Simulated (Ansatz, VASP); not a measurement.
## One calculation of BAs, two programs

```
B As
1.0
     0.00000    2.20056    2.48759
     2.20056    0.00000    2.48759
     2.20056    2.20056    0.00000
B As
1 1
Direct
  0.00000 0.00000 0.00000
  0.75000 0.75000 0.75000
```

Change from the starting cell: strain -0.080 along x and y, +0.040 along z, atoms carried along.

Alike in both runs: task single point; functional r2SCAN; k mesh 10 × 10 × 10; occupations gaussian, width 0.05 eV; no spin polarisation.

```csv
,VASP,Ansatz
version,VASP 6.6.1,Ansatz 0.2.0
potentials or method,"VASP PAW PBE potentials, release 64 (B, As), cutoff 520 eV","scalar-relativistic, plane waves, PAW"
valence electrons in the cell,8,18
```

VASP gave:

| Property | Result |
| --- | --- |
| gap on the k mesh at the Fermi level (eV) | 0.18 |
| least direct gap on the mesh (eV) | 2.90 |
| pressure (GPa) | 23.7 |
| traceless stress, the component that is largest in VASP (GPa) | -24.26 |

Question: Estimate Ansatz's values.

Answer: gap on the k mesh at the Fermi level (eV): 0.18; least direct gap on the mesh (eV): 2.90; pressure (GPa): 23.0; traceless stress, the component that is largest in VASP (GPa): -24.34.

VASP's potentials were made for PBE, not for r2SCAN. The functional is the same, so the differences come from potentials, cutoffs and numerics. VASP's potentials hold 8 valence electrons a cell and Ansatz's 18, so a difference there can come from the potentials and not from the codes.
